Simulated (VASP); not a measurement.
# MgO (Fm-3m) in VASP: notebook

The runs below take MgO through single point, with LDA.

All numbers are computed with VASP 6.6.1; they aren't measurements. Logs are shortened: lines on timing, memory, paths and dates and some standing lists are left out, and cuts for length are marked.

### Step 1. The cell of the first run

The structure is cubic, space group Fm-3m (No. 225). Conventional cell: a = 4.212 Å, b = 4.212 Å, c = 4.212 Å, α = 90.00°, β = 90.00°, γ = 90.00°. Mg (site symmetry m-3m) has 6 O at 2.11 Å within 2.8 Å. O (site symmetry m-3m) has 6 Mg at 2.11 Å within 2.8 Å.

### Step 2. Single point, LDA

Input file INCAR:

```
PREC     = Accurate       # precision mode
ENCUT    = 840            # plane-wave cutoff, eV
EDIFF    = 1E-6           # SCF threshold, eV
ISMEAR   = -1             # smearing method
SIGMA    = 0.02           # smearing width, eV
LREAL    = False          # projectors in reciprocal space
LASPH    = True           # aspherical terms in the spheres
NELM     = 120            # most SCF steps
ALGO     = Normal         # electronic algorithm
ISIF     = 2              # what is computed and relaxed
LWAVE    = False          # write WAVECAR
LCHARG   = False          # write CHGCAR
NBANDS   = 15             # bands
GGA_COMPAT= False
```

Input file KPOINTS:

```
Automatic mesh
0
Gamma
  8 8 8
```

Input file POSCAR:

```
MgO
1.0
    0.0000000000      2.1061000000      2.1061000000
    2.1061000000      0.0000000000      2.1061000000
    2.1061000000      2.1061000000      0.0000000000
Mg O
1 1
Direct
    0.0000000000      0.0000000000      0.0000000000
    0.5000000000      0.5000000000      0.5000000000
```

Potentials or basis: VASP PAW LDA potentials, release 64 (Mg_sv, O).

On the command line:

```
cat potpaw_LDA.64/Mg_sv/POTCAR potpaw_LDA.64/O/POTCAR > POTCAR
mpirun -np 1 vasp_std > vasp.out
```

OUTCAR:

```text
PREC = Accurate
   ENCUT = 840
   EDIFF = 1E-6
   ISMEAR = -1
   LREAL = False
   LASPH = True
   NELM = 120
   ISIF = 2

 ion  position               nearest neighbor table
   1  0.000  0.000  0.000-   2 2.11   2 2.11   2 2.11   2 2.11   2 2.11   2 2.11
   2  0.500  0.500  0.500-   1 2.11   1 2.11   1 2.11   1 2.11   1 2.11   1 2.11

  LATTYP: Found a face centered cubic cell.
 ALAT       =     4.2122000000

  Lattice vectors:

 A1 = (   0.0000000000,   2.1061000000,   2.1061000000)
 A2 = (   2.1061000000,   0.0000000000,   2.1061000000)
 A3 = (   2.1061000000,   2.1061000000,   0.0000000000)

Analysis of symmetry for initial positions (statically):
=====================================================================
 Subroutine PRICEL returns:
 Original cell was already a primitive cell.

 Routine SETGRP: Setting up the symmetry group for a
 face centered cubic supercell.

 Subroutine GETGRP returns: Found 48 space group operations
 (whereof 48 operations were pure point group operations)
 out of a pool of 48 trial point group operations.

The static configuration has the point symmetry O_h .

Analysis of symmetry for dynamics (positions and initial velocities):
=====================================================================
 Subroutine PRICEL returns:
 Original cell was already a primitive cell.

 Routine SETGRP: Setting up the symmetry group for a
 face centered cubic supercell.

 Subroutine GETGRP returns: Found 48 space group operations
 (whereof 48 operations were pure point group operations)
 out of a pool of 48 trial point group operations.

The dynamic configuration has the point symmetry O_h .

 Subroutine INISYM returns: Found 48 space group operations
 (whereof 48 operations are pure point group operations),
 and found     1 'primitive' translations

----------------------------------------------------------------------------------------

                                     Primitive cell

  volume of cell :      18.6839

  direct lattice vectors                    reciprocal lattice vectors
     0.000000000  2.106100000  2.106100000    -0.237405631  0.237405631  0.237405631
     2.106100000  0.000000000  2.106100000     0.237405631 -0.237405631  0.237405631
     2.106100000  2.106100000  0.000000000     0.237405631  0.237405631 -0.237405631

  length of vectors
     2.978475184  2.978475184  2.978475184     0.411198615  0.411198615  0.411198615

  position of ions in fractional coordinates (direct lattice)
     0.000000000  0.000000000  0.000000000
[... 88 lines left out ...]
   PSTRESS=    0.0 pullay stress
   NELECT =      16.0000    total number of electrons
   NUPDOWN=      -1.0000    fix difference up-down
   EMIN   =  10.00;   EMAX   =-10.00  energy-range for DOS
   EFERMI =   0.00;   METHOD = LEGACY
   ISMEAR =    -1;   SIGMA  =   0.02  broadening in eV -4-tet -1-fermi 0-gaus
   EFERMI_NEDOS =   21; number of points for ismear=-14 and -15
   IALGO  =     38    algorithm
   IMIX   =      4    mixing-type and parameters
     AMIX     =   0.40;   BMIX     =  1.00
     AMIX_MAG =   1.60;   BMIX_MAG =  1.00
  volume/ion in A,a.u.               =       9.34        63.04
  Fermi-wavevector in a.u.,A,eV,Ry     =   1.554626  2.937817 32.883390  2.416861
  Thomas-Fermi vector in A             =   2.658685
   LORBIT       =      0    0 simple, 1 ext, 2 COOP (PROOUT), +10 PAW based schemes
   GGA     = CA    functional components
   LHFCALC =     F    Hartree Fock is set to
   AEXX    =    0.0000 exact exchange contribution
   IVDW    =     0    specifies the selected vdW correction
   LEPSILON=     F    determine dielectric tensor
   LRPA    =     F    only Hartree local field effects (RPA)
 non-spin polarized calculation
  energy-cutoff  :      840.00
  volume of cell :       18.68
 maximum number of plane-waves:      1056
   NGX = 15   NGY = 15   NGZ = 15

 number of electron      15.9999995 magnetization

 Free energy of the ion-electron system (eV)
  ---------------------------------------------------
  ext. energy  EPLUGINS =         0.00000000
  ---------------------------------------------------
  free energy    TOTEN  =       -13.22453038 eV

  energy without entropy =      -13.22453038  energy(sigma->0) =      -13.22453038

 E-fermi :   3.1826     XC(G=0): -11.9326

 val. band max:        2.5796071453   @ k =   0.0000   0.0000   0.0000
 cond. band min:       7.2469515858   @ k =   0.0000   0.0000   0.0000
 fundamental gap:      4.6673444405
 Fermi energy:         3.1826160740

 k-point     1 :       0.0000    0.0000    0.0000
  band No.  band energies     occupation
      1     -68.7576      2.00000
      2     -36.2187      2.00000
      3     -36.2187      2.00000
      4     -36.2187      2.00000
      5     -14.4046      2.00000
      6       2.5796      2.00000
      7       2.5796      2.00000
      8       2.5796      2.00000
      9       7.2470      0.00000
     10      18.1090      0.00000
     11      18.1090      0.00000
     12      18.1090      0.00000
     13      22.1357      0.00000
     14      23.7710      0.00000
[... 401 lines left out ...]
      2     -36.2951      2.00000
      3     -36.2502      2.00000
      4     -36.2355      2.00000
      5     -12.8806      2.00000
      6      -1.4814      2.00000
      7       0.6170      2.00000
      8       1.5742      2.00000
      9      12.0851      0.00000
     10      14.5840      0.00000
     11      15.8014      0.00000
     12      19.1770      0.00000
     13      22.8354      0.00000
     14      24.3252      0.00000
     15      28.3893      0.00000

 [... further k-points ...]

------------------------ aborting loop because EDIFF is reached ----------------------------------------

  FORCE on cell =-STRESS in cart. coord.  units (eV):
  Direction    XX          YY          ZZ          XY          YZ          ZX
  --------------------------------------------------------------------------------------
  -------------------------------------------------------------------------------------
  Total       -0.6485559     -0.6485559     -0.6485559     -0.0000000     -0.0000000      0.0000000
  in kB      -55.6148860    -55.6148860    -55.6148860     -0.0000000     -0.0000000      0.0000000
  external PRESSURE =     -55.6148860 kB  Pullay stress =       0.0000000 kB

 VOLUME and BASIS-vectors are now :
 -----------------------------------------------------------------------------
  energy-cutoff  :      840.00
  volume of cell :       18.68
      direct lattice vectors                 reciprocal lattice vectors
     0.000000000  2.106100000  2.106100000    -0.237405631  0.237405631  0.237405631
     2.106100000  0.000000000  2.106100000     0.237405631 -0.237405631  0.237405631
     2.106100000  2.106100000  0.000000000     0.237405631  0.237405631 -0.237405631

 POSITION                                       TOTAL-FORCE (eV/Angst)
 -----------------------------------------------------------------------------------
      0.00000      0.00000      0.00000        -0.000000      0.000000      0.000000
      2.10610      2.10610      2.10610         0.000000     -0.000000     -0.000000
 -----------------------------------------------------------------------------------
    total drift:                                0.000000      0.000000      0.000000

  FREE ENERGIE OF THE ION-ELECTRON SYSTEM (eV)
  ---------------------------------------------------
  free  energy   TOTEN  =       -13.2245303757 eV

  energy  without entropy=      -13.2245303757  energy(sigma->0) =      -13.22453038
```

It took 8.8 s on 1 thread of AMD EPYC 7R13 (Zen 3), shared host; peak memory 0.11 GiB.

Results:

* Free energy: -13.2245 eV
* Pressure: -5.6 GPa
* Band gap on the k mesh: 4.67 eV

Caveat: the cell stands under tension. As with any semilocal functional, this LDA gap is likely too small.

### Step 3. Single point, LDA

Input file INCAR:

```
SYSTEM = MgO
ALGO     = Normal         ! electronic algorithm
EDIFF    = 1E-6           ! SCF threshold, eV
ENCUT    = 840            ! plane-wave cutoff, eV
GGA      = CA             ! functional
GGA_COMPAT= .False.      
ISIF     = 2              ! what is computed and relaxed
ISMEAR   = -1             ! smearing method
LASPH    = .True.         ! aspherical terms in the spheres
LCHARG   = .False.        ! write CHGCAR
LREAL    = .False.        ! projectors in reciprocal space
LWAVE    = .False.        ! write WAVECAR
NBANDS   = 15             ! bands
NELM     = 120            ! most SCF steps
PREC     = Accurate       ! precision mode
SIGMA    = 0.02           ! smearing width, eV
```

Input file KPOINTS:

```
k-points
0
Gamma
  8 8 8
  0 0 0
```

POSCAR is that of step 2.

Potentials or basis: VASP PAW LDA potentials, release 64 (Mg_sv, O).

On the command line:

```
cat potpaw_LDA.64/Mg_sv/POTCAR potpaw_LDA.64/O/POTCAR > POTCAR
mpirun -np 1 vasp_std > vasp.out
```

OUTCAR:

```text
SYSTEM = MgO
   EDIFF = 1E-6
   ENCUT = 840
   GGA = CA
   ISIF = 2
   ISMEAR = -1
   LASPH = .True.
   LREAL = .False.
   NELM = 120
   PREC = Accurate

 ion  position               nearest neighbor table
   1  0.000  0.000  0.000-   2 2.11   2 2.11   2 2.11   2 2.11   2 2.11   2 2.11
   2  0.500  0.500  0.500-   1 2.11   1 2.11   1 2.11   1 2.11   1 2.11   1 2.11

  LATTYP: Found a face centered cubic cell.
 ALAT       =     4.2122000000

  Lattice vectors:

[... 619 lines left out ...]

  FORCE on cell =-STRESS in cart. coord.  units (eV):
  Direction    XX          YY          ZZ          XY          YZ          ZX
  --------------------------------------------------------------------------------------
  -------------------------------------------------------------------------------------
  Total       -0.6485559     -0.6485559     -0.6485559      0.0000000      0.0000000      0.0000000
  in kB      -55.6148859    -55.6148859    -55.6148859      0.0000000      0.0000000      0.0000000
  external PRESSURE =     -55.6148859 kB  Pullay stress =       0.0000000 kB

 VOLUME and BASIS-vectors are now :
 -----------------------------------------------------------------------------
  energy-cutoff  :      840.00
  volume of cell :       18.68
      direct lattice vectors                 reciprocal lattice vectors
     0.000000000  2.106100000  2.106100000    -0.237405631  0.237405631  0.237405631
     2.106100000  0.000000000  2.106100000     0.237405631 -0.237405631  0.237405631
     2.106100000  2.106100000  0.000000000     0.237405631  0.237405631 -0.237405631

 POSITION                                       TOTAL-FORCE (eV/Angst)
 -----------------------------------------------------------------------------------
      0.00000      0.00000      0.00000         0.000000     -0.000000      0.000000
      2.10610      2.10610      2.10610        -0.000000      0.000000     -0.000000
 -----------------------------------------------------------------------------------
    total drift:                                0.000000      0.000000      0.000000

  FREE ENERGIE OF THE ION-ELECTRON SYSTEM (eV)
  ---------------------------------------------------
  free  energy   TOTEN  =       -13.2245303757 eV

  energy  without entropy=      -13.2245303757  energy(sigma->0) =      -13.22453038
```

Run time: 19 s. Hardware: 1 thread of Intel Xeon Platinum 8375C at 2.90GHz (Ice Lake), shared host; peak memory 0.14 GiB.

What came out:

```
Free energy            : -13.2245 eV
Pressure               : -5.6 GPa
Band gap on the k mesh : 4.67 eV
```

Caveat: the cell stands under tension.
